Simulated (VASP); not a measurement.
Ta2F, 6 atoms in the cell. It takes space group P2_1/c (No. 14, monoclinic). The conventional cell has a = 6.493 Å, b = 2.861 Å, c = 5.576 Å, α = 90.00°, β = 102.31°, γ = 90.00°. Ta (site symmetry 1) has 1 F at 2.12 Å and 1 Ta at 2.72 Å within 2.8 Å. F (site symmetry -1) has 2 Ta at 2.12 Å within 2.8 Å. 

```yaml
Program: VASP 6.6.1
Task: single point
Functional: PBE
Potentials_or_basis: VASP PAW PBE potentials, release 64 (Ta_sv_GW, F)
Cutoff: 600 eV
k_mesh: 3 × 5 × 3
Occupations: gaussian, width 0.2 eV
Spin: no spin polarisation
Dipole_correction: no
Second_run: valence_matched
Further_INCAR_settings: ALGO = Normal; EDIFF = 1e-06; NBANDS = 42
```

Potentials or basis: VASP PAW PBE potentials, release 64 (Ta_sv_GW, F).

Run with:

```bash
$ cat potpaw_PBE.64/Ta_sv_GW/POTCAR potpaw_PBE.64/F/POTCAR > POTCAR
$ mpirun -np 1 vasp_std > vasp.out
```

Hardware: 1 thread of Intel(R) Xeon(R) 6975P-C (Granite Rapids) (shared host).

Problem. How long does it take, and how much memory?

Solution. Run time: 50 s on 1 thread of Intel(R) Xeon(R) 6975P-C (Granite Rapids), on a shared host, peak memory 0.26 GiB. Counts: scf iterations 15, k points 15.
